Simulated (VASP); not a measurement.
# HCl in VASP: further runs, part 2 of 3

VASP 6.6.1.

**4. Single point, PBE**

File INCAR:

```
SYSTEM = HCl
PREC = Accurate
ENCUT = 910
EDIFF = 1E-6
ISMEAR = -1
SIGMA = 0.05
LREAL = Auto
LASPH = .TRUE.
NELM = 120
ALGO = Normal
ISIF = 2
LWAVE = .FALSE.
LCHARG = .FALSE.
GGA = PE
NBANDS = 56
GGA_COMPAT = .FALSE.
```

File KPOINTS:

```
regular mesh
0
G
  1 1 1
  0 0 0
```

File POSCAR:

```
HCl
1.0
    7.4168600000      0.0000000000      0.0000000000
    0.0000000000      7.4168600000      0.0000000000
    0.0000000000      0.0000000000      7.4168600000
Cl H
10 10
Direct
    0.2884778734      0.0726587801      0.4016928997
    0.0813821482      0.5406465809      0.3531009079
    0.7113252778      0.2644110850      0.3554873626
    0.4165913877      0.2573865490     -0.0722677791
    0.6519335676      0.7855885105      0.1427962777
    0.8267379996      0.5164179990      0.8220190215
    0.2155089890      0.7309022956      0.9418945484
    0.4727067789      0.7027771860      0.5521339219
    1.0075557581      0.1733887386      0.0578277061
    0.8895138913      0.9416114097      0.6212871754
    0.3578064032     -0.0428887696      0.5102293963
    0.0647848281      0.5860296675      0.1782425447
    0.8436454241      0.3781114919      0.3588176128
    0.4715877069      0.1858872892      0.0788069345
    0.7302955698      0.6675870921      0.0342732639
    0.8421353511      0.6521762579      0.7221115135
    0.1778515436      0.8931137975      1.0029446423
    0.5733558406      0.6630838387      0.4130319300
    0.8395196889      0.1646114393      0.1118532640
    1.0255283233      1.0256766340      0.6752992506
```

Potentials or basis: VASP PAW PBE potentials, release 64 (Cl, H_h).

Run with:

```
> cat potpaw_PBE.64/Cl/POTCAR potpaw_PBE.64/H_h/POTCAR > POTCAR
> mpirun -np 1 vasp_gam > vasp.out
```

It took 82 s on 1 thread of Intel Xeon 6975P-C (Granite Rapids), shared host; peak memory 0.89 GiB.

The run converged. Its results:

| Property | Result |
| --- | --- |
| Free energy | -60.9377 eV |
| Pressure | 2.2 GPa |
| Largest force | 1.513 eV/Å |
| Band gap on the k mesh | 5.45 eV |

Forces on the atoms (eV/Å):
```
Cl  -0.337  0.695 -0.313
Cl  -0.217  0.249 -0.971
Cl  -0.895 -0.040  0.222
Cl   0.299 -0.180  0.246
Cl   0.208 -0.036 -0.004
Cl  -0.127 -1.374  0.621
Cl  -0.041  0.587  0.160
Cl   0.309 -0.548  0.384
Cl  -0.131 -0.201 -0.360
Cl  -1.087 -0.582 -0.341
H    0.313 -0.364  0.102
H    0.276 -0.207  1.040
H    0.465  0.259 -0.038
H   -0.194  0.227 -0.356
H   -0.176  0.193 -0.004
H    0.182  1.197 -0.672
H    0.018 -0.479 -0.138
H   -0.232  0.201 -0.005
H    0.425 -0.114  0.053
H    0.941  0.517  0.374
```

Stress tensor (GPa, compression positive):
```
 2.76  0.36  0.21
 0.36  2.27 -0.58
 0.21 -0.58  1.44
```

Levels at points of the mesh, in eV from the valence-band top:
```
           k point  band 38  band 39  band 40  band 41  band 42  band 43
(0.00, 0.00, 0.00)    -0.05    -0.03     0.00     5.45     6.73     6.82
```

Caveat: the k points lie up to 0.85 Å⁻¹ apart.

**5. Single point, PBE**

File INCAR:

```
SYSTEM = HCl
  ALGO = Normal
  EDIFF = 1E-6
  ENCUT = 910
  GGA = PE
  GGA_COMPAT = .FALSE.
  ISIF = 2
  ISMEAR = -1
  LASPH = .TRUE.
  LCHARG = .FALSE.
  LREAL = Auto
  LWAVE = .FALSE.
  NBANDS = 56
  NELM = 120
  PREC = Accurate
  SIGMA = 0.05
```

File KPOINTS:

```
k-points
0
G
  1 1 1
  0 0 0
```

File POSCAR:

```
HCl
1.0
    7.4168600000      0.0000000000      0.0000000000
    0.0000000000      7.4168600000      0.0000000000
    0.0000000000      0.0000000000      7.4168600000
Cl H
10 10
Direct
    0.2881138379      0.0941099063      0.3888437964
    0.0897819293      0.5505429521      0.3542064971
    0.7075096469      0.2708963092      0.3461033375
    0.4152296255      0.2512518775     -0.0785777270
    0.6829170296      0.7897277284      0.1429445884
    0.8135383437      0.5005217842      0.8222886774
    0.2074058294      0.7398144228      0.9567121396
    0.4907467581      0.7035457053      0.5572978322
    1.0064501689      0.1634114706      0.0177433577
    0.8956350801      0.9418001688      0.6140064663
    0.3798103240     -0.0387765173      0.4484916798
    0.1383065071      0.6412417115      0.2027542653
    0.8593798454      0.3627950373      0.3192186451
    0.4718169144      0.2903115335      0.0864651618
    0.7119724520      0.6252106687      0.0925459022
    0.6831462371      0.5773602306      0.7384526606
    0.1212372891      0.8955002521      0.9319981771
    0.5754726394      0.7100309295      0.4028793856
    0.9104391886      0.1190800420      0.1655282694
    1.0721518271      0.9104122230      0.6300779575
```

Potentials or basis: VASP PAW PBE potentials, release 64 (Cl, H_h).

Run with:

```
> cat potpaw_PBE.64/Cl/POTCAR potpaw_PBE.64/H_h/POTCAR > POTCAR
> mpirun -np 1 vasp_gam > vasp.out
```

OUTCAR:

```text
SYSTEM = HCl
   EDIFF = 1E-6
   ENCUT = 910
   GGA = PE
   ISIF = 2
   ISMEAR = -1
   LASPH = .TRUE.
   LREAL = Auto
   NELM = 120
   PREC = Accurate

 ion  position               nearest neighbor table
   1  0.288  0.094  0.389-  11 1.28
   2  0.090  0.551  0.354-  12 1.36
   3  0.708  0.271  0.346-  13 1.33
   4  0.415  0.251  0.921-  14 1.33
   5  0.683  0.790  0.143-  15 1.29
   6  0.814  0.501  0.822-  16 1.28
[... 12 lines left out ...]
  19  0.910  0.119  0.166-   9 1.35
  20  0.072  0.910  0.630-  10 1.34

  LATTYP: Found a simple cubic cell.
 ALAT       =     7.4168600000

  Lattice vectors:

 A1 = (   7.4168600000,   0.0000000000,   0.0000000000)
 A2 = (   0.0000000000,   7.4168600000,   0.0000000000)
 A3 = (   0.0000000000,   0.0000000000,   7.4168600000)

Analysis of symmetry for initial positions (statically):
=====================================================================
 Subroutine PRICEL returns:
 Original cell was already a primitive cell.

 Routine SETGRP: Setting up the symmetry group for a
 simple cubic supercell.

 Subroutine GETGRP returns: Found  1 space group operations
 (whereof  1 operations were pure point group operations)
 out of a pool of 48 trial point group operations.

The static configuration has the point symmetry C_1 .

Analysis of symmetry for dynamics (positions and initial velocities):
=====================================================================
 Subroutine PRICEL returns:
 Original cell was already a primitive cell.

 Routine SETGRP: Setting up the symmetry group for a
 simple cubic supercell.

 Subroutine GETGRP returns: Found  1 space group operations
 (whereof  1 operations were pure point group operations)
 out of a pool of 48 trial point group operations.

The dynamic configuration has the point symmetry C_1 .

 Subroutine INISYM returns: Found  1 space group operations
 (whereof  1 operations are pure point group operations),
 and found     1 'primitive' translations

----------------------------------------------------------------------------------------

                                     Primitive cell

  volume of cell :     408.0001

  direct lattice vectors                    reciprocal lattice vectors
     7.416860000  0.000000000  0.000000000     0.134827946  0.000000000  0.000000000
     0.000000000  7.416860000  0.000000000     0.000000000  0.134827946  0.000000000
     0.000000000  0.000000000  7.416860000     0.000000000  0.000000000  0.134827946

  length of vectors
     7.416860000  7.416860000  7.416860000     0.134827946  0.134827946  0.134827946

  position of ions in fractional coordinates (direct lattice)
     0.288113838  0.094109906  0.388843796
     0.089781929  0.550542952  0.354206497
     0.707509647  0.270896309  0.346103337
     0.415229625  0.251251878  0.921422273
     0.682917030  0.789727728  0.142944588
     0.813538344  0.500521784  0.822288677
[... 12 lines left out ...]
     0.910439189  0.119080042  0.165528269
     0.072151827  0.910412223  0.630077957

  ion indices of the primitive-cell ions
   primitive index   ion index
                 1           1
                 2           2
                 3           3
                 4           4
                 5           5
                 6           6
[... 12 lines left out ...]
                19          19
                20          20

----------------------------------------------------------------------------------------

 KPOINTS: k-points

Automatic generation of k-mesh.
 Grid dimensions read from file:
 generate k-points for:    1    1    1

 Generating k-lattice:

  Cartesian coordinates                     Fractional coordinates (reciprocal lattice)
     0.134827946  0.000000000  0.000000000     1.000000000  0.000000000  0.000000000
     0.000000000  0.134827946  0.000000000     0.000000000  1.000000000  0.000000000
     0.000000000  0.000000000  0.134827946     0.000000000  0.000000000  1.000000000

  Length of vectors
     0.134827946  0.134827946  0.134827946

  Shift w.r.t. Gamma in fractional coordinates (k-lattice)
     0.000000000  0.000000000  0.000000000

 Subroutine IBZKPT returns following result:
 ===========================================

 Found      1 irreducible k-points:

 Following reciprocal coordinates:
            Coordinates               Weight
  0.000000  0.000000  0.000000      1.000000
   k-points           NKPTS =      1   k-points in BZ     NKDIM =      1   number of bands    NBANDS=     56
   number of dos      NEDOS =    301   number of ions     NIONS =     20
   total plane-waves  NPLWV = 512000
   dimension x,y,z NGX =    80 NGY =   80 NGZ =   80
   dimension x,y,z NGXF=   160 NGYF=  160 NGZF=  160
   ions per type =              10  10
   NGX,Y,Z   is equivalent  to a cutoff of  17.93, 17.93, 17.93 a.u.
   NGXF,Y,Z  is equivalent  to a cutoff of  35.86, 35.86, 35.86 a.u.
 SYSTEM =  HCl
   PREC   = accura    normal or accurate (medium, high low for compatibility)
   ISTART =      0    job   : 0-new  1-cont  2-samecut
   ICHARG =      2    charge: 1-file 2-atom 10-const
   ISPIN  =      1    spin polarized calculation?
   LNONCOLLINEAR =      F non collinear calculations
   LSORBIT =      F    spin-orbit coupling
   LASPH  =      T    aspherical Exc in radial PAW
   ENCUT  =  910.0 eV  66.88 Ry    8.18 a.u.  18.24 18.24 18.24*2*pi/ulx,y,z
   NELM   =    120;   NELMIN=  2; NELMDL= -5     # of ELM steps
   EDIFF  = 0.1E-05   stopping-criterion for ELM
   LREAL  =      T    real-space projection
   EDIFFG = 0.1E-04   stopping-criterion for IOM
   NSW    =      0    number of steps for IOM
   IBRION =     -1    ionic relax: 0-MD 1-quasi-New 2-CG
   NFREE  =      0    steps in history (QN), initial steepest desc. (CG)
   ISIF   =      2    stress and relaxation
   ISYM   =      2    0-nonsym 1-usesym 2-fastsym
   POTIM  = 0.5000    time-step for ionic-motion
   TEBEG  =    0.0;   TEEND  =   0.0 temperature during run
   PSTRESS=    0.0 pullay stress
   NELECT =      80.0000    total number of electrons
   NUPDOWN=      -1.0000    fix difference up-down
   EMIN   =  10.00;   EMAX   =-10.00  energy-range for DOS
   EFERMI =   0.00;   METHOD = LEGACY
   ISMEAR =    -1;   SIGMA  =   0.05  broadening in eV -4-tet -1-fermi 0-gaus
   EFERMI_NEDOS =   21; number of points for ismear=-14 and -15
   IALGO  =     38    algorithm
   IMIX   =      4    mixing-type and parameters
     AMIX     =   0.40;   BMIX     =  1.00
     AMIX_MAG =   1.60;   BMIX_MAG =  1.00
  volume/ion in A,a.u.               =      20.40       137.67
  Fermi-wavevector in a.u.,A,eV,Ry     =   0.951082  1.797285 12.307251  0.904557
  Thomas-Fermi vector in A             =   2.079519
   LORBIT       =      0    0 simple, 1 ext, 2 COOP (PROOUT), +10 PAW based schemes
   GGA     = PE    functional components
   LHFCALC =     F    Hartree Fock is set to
   AEXX    =    0.0000 exact exchange contribution
   IVDW    =     0    specifies the selected vdW correction
   LEPSILON=     F    determine dielectric tensor
   LRPA    =     F    only Hartree local field effects (RPA)
 non-spin polarized calculation
  energy-cutoff  :      910.00
  volume of cell :      408.00
 maximum number of plane-waves:     12707
 NGX is ok and might be reduce to    80
   NGX = 37   NGY = 37   NGZ = 37

 number of electron      79.9999999 magnetization

 Free energy of the ion-electron system (eV)
  ---------------------------------------------------
  ext. energy  EPLUGINS =         0.00000000
  ---------------------------------------------------
  free energy    TOTEN  =       -60.93941850 eV

  energy without entropy =      -60.93941850  energy(sigma->0) =      -60.93941850

 E-fermi :  -0.9639     XC(G=0):  -6.9539

 val. band max:       -2.2131561583   @ k =   0.0000   0.0000   0.0000
 cond. band min:       2.7941584092   @ k =   0.0000   0.0000   0.0000
 fundamental gap:      5.0073145675
 Fermi energy:        -0.9638604351

 k-point     1 :       0.0000    0.0000    0.0000
  band No.  band energies     occupation
      1     -17.0092      2.00000
      2     -16.6734      2.00000
      3     -16.5843      2.00000
      4     -16.5148      2.00000
      5     -16.2500      2.00000
      6     -16.1365      2.00000
[... 44 lines left out ...]
     51       6.3120      0.00000
     52       6.3829      0.00000
 [bands above 52 left out]

------------------------ aborting loop because EDIFF is reached ----------------------------------------

  FORCE on cell =-STRESS in cart. coord.  units (eV):
  Direction    XX          YY          ZZ          XY          YZ          ZX
  --------------------------------------------------------------------------------------
  -------------------------------------------------------------------------------------
  Total        3.7668755      3.6314478      1.7454697     -0.8778214      0.3052726      0.7318381
  in kB       14.7921603     14.2603486      6.8542930     -3.4471207      1.1987762      2.8738582
  external PRESSURE =      11.9689340 kB  Pullay stress =       0.0000000 kB

 VOLUME and BASIS-vectors are now :
 -----------------------------------------------------------------------------
  energy-cutoff  :      910.00
  volume of cell :      408.00
      direct lattice vectors                 reciprocal lattice vectors
     7.416860000  0.000000000  0.000000000     0.134827946  0.000000000  0.000000000
     0.000000000  7.416860000  0.000000000     0.000000000  0.134827946  0.000000000
     0.000000000  0.000000000  7.416860000     0.000000000  0.000000000  0.134827946

 POSITION                                       TOTAL-FORCE (eV/Angst)
 -----------------------------------------------------------------------------------
      2.13690      0.69800      2.88400        -0.263737      0.530481     -0.168878
      0.66590      4.08330      2.62710         0.194632      0.277037     -0.575813
      5.24750      2.00920      2.56700         0.349212      0.412157     -0.091401
      3.07970      1.86350      6.83406         0.528884      0.382597      0.687420
      5.06510      5.85730      1.06020        -0.177691      0.172893      0.285076
      6.03390      3.71230      6.09880         0.391401     -0.392803      0.179510
[... 12 lines left out ...]
      6.75260      0.88320      1.22770         0.540440      0.239361     -1.096676
      0.53514      6.75240      4.67320        -1.306321      0.201921     -0.258657
 -----------------------------------------------------------------------------------
    total drift:                                0.002218      0.008901      0.002923

  FREE ENERGIE OF THE ION-ELECTRON SYSTEM (eV)
  ---------------------------------------------------
  free  energy   TOTEN  =       -60.9394185013 eV

  energy  without entropy=      -60.9394185013  energy(sigma->0) =      -60.93941850
```

Run time: 53 s. Hardware: 1 thread of Intel Xeon 6975P-C (Granite Rapids), shared host; peak memory 0.91 GiB.

What came out:

```
Free energy            : -60.9394 eV
Pressure               : 1.2 GPa
Largest force          : 1.364 eV/Å
Band gap on the k mesh : 5.01 eV
```

Forces on the atoms (eV/Å):
```
Cl  -0.264  0.530 -0.169
Cl   0.195  0.277 -0.576
Cl   0.349  0.412 -0.091
Cl   0.529  0.383  0.687
Cl  -0.178  0.173  0.285
Cl   0.391 -0.393  0.180
Cl  -0.005  0.501 -0.370
Cl  -0.263 -0.018  0.155
Cl  -0.652 -0.523  1.078
Cl   1.247 -0.215  0.172
H    0.316 -0.497  0.277
H   -0.371 -0.466  0.637
H   -0.455 -0.100  0.192
H   -0.271 -0.299 -0.880
H    0.122 -0.048 -0.272
H   -0.271  0.241 -0.280
H    0.187 -0.427  0.466
H    0.159  0.029 -0.136
H    0.540  0.239 -1.097
H   -1.306  0.202 -0.259
```

Caveat: the k points lie up to 0.85 Å⁻¹ apart.

**6. Single point, PBE**

File INCAR:

```
PREC     = Accurate       # precision mode
ENCUT    = 910            # plane-wave cutoff, eV
EDIFF    = 1E-6           # SCF threshold, eV
ISMEAR   = -1             # smearing method
SIGMA    = 0.05           # smearing width, eV
LREAL    = Auto         
LASPH    = T              # aspherical terms in the spheres
NELM     = 120            # most SCF steps
ALGO     = Normal         # electronic algorithm
ISIF     = 2              # what is computed and relaxed
LWAVE    = F              # write WAVECAR
LCHARG   = T              # write CHGCAR
GGA      = PE             # functional
LELF     = T              # ELF
LVHAR    = T            
NBANDS   = 56             # bands
GGA_COMPAT= F
```

File KPOINTS:

```
regular mesh
0
Gamma
  1 1 1
```

File POSCAR:

```
HCl
1.0
    7.4168600000      0.0000000000      0.0000000000
    0.0000000000      7.4168600000      0.0000000000
    0.0000000000      0.0000000000      7.4168600000
Cl H
10 10
Direct
    0.2973630813      0.0986730036      0.3752505019
    0.0905056979      0.5435838674      0.3687735226
    0.6978396847      0.2978253365      0.3405285754
    0.4372301692      0.2464998093     -0.0992033672
    0.6892510521      0.7879083690      0.1543993763
    0.8237781691      0.5045919150      0.8097386859
    0.2266415011      0.7278007047      0.9693850471
    0.4793629850      0.6996841483      0.5627177981
    0.9973494606      0.1412099479      0.0148520780
    0.9079471691      0.9414439651      0.6056204252
    0.3789836913     -0.0293496736      0.4644162789
    0.1302376732      0.6072174553      0.2060754253
    0.8484799901      0.3906299820      0.3469466585
    0.4004378951      0.1855028503      0.0606038471
    0.7327417501      0.6626850906      0.0350378956
    0.7040543858      0.5926833968      0.7134918361
    0.1286369885      0.8746068522      0.9861644675
    0.5631842080      0.6919271971      0.4063040670
    0.8753834166      0.1444338325      0.1426772666
    0.9757205313      0.8151887498      0.5043355141
```

Potentials or basis: VASP PAW PBE potentials, release 64 (Cl, H_h).

Run with:

```
> cat potpaw_PBE.64/Cl/POTCAR potpaw_PBE.64/H_h/POTCAR > POTCAR
> mpirun -np 1 vasp_gam > vasp.out
```

Run time: 70 s. Hardware: 1 thread of AMD EPYC 9R45 (Zen 5), shared host; peak memory 0.87 GiB.

The run converged. Its results:

```yaml
Free_energy: -61.5344 eV
Pressure: 1.3 GPa
Largest_force: 0.224 eV/Å
Band_gap_on_the_k_mesh: 5.46 eV
```

Forces on the atoms (eV/Å):
```
Cl   0.071 -0.124  0.073
Cl   0.036  0.010 -0.111
Cl   0.089  0.052  0.015
Cl  -0.045 -0.058  0.126
Cl   0.024 -0.075 -0.065
Cl  -0.083  0.078 -0.077
Cl  -0.053  0.100  0.003
Cl   0.056  0.005 -0.102
Cl  -0.108 -0.006  0.126
Cl   0.073 -0.152 -0.146
H   -0.073  0.123 -0.079
H   -0.023 -0.021  0.108
H   -0.102 -0.043 -0.003
H    0.054  0.056 -0.160
H   -0.029  0.078  0.072
H    0.088 -0.075  0.084
H    0.053 -0.086  0.001
H   -0.063 -0.003  0.119
H    0.103 -0.007 -0.125
H   -0.067  0.147  0.141
```

Stress tensor (GPa, compression positive):
```
 1.87  0.45  0.38
 0.45  1.11 -0.15
 0.38 -0.15  0.78
```

Levels at points of the mesh, in eV from the valence-band top:
```tsv
k point	band 37	band 38	band 39	band 40	band 41	band 42	band 43	band 44
(0.00, 0.00, 0.00)	-0.31	-0.21	-0.09	0.00	5.46	6.48	6.80	6.91
```

Caveat: the k points lie up to 0.85 Å⁻¹ apart.

(Continued in part 3 of 3.)
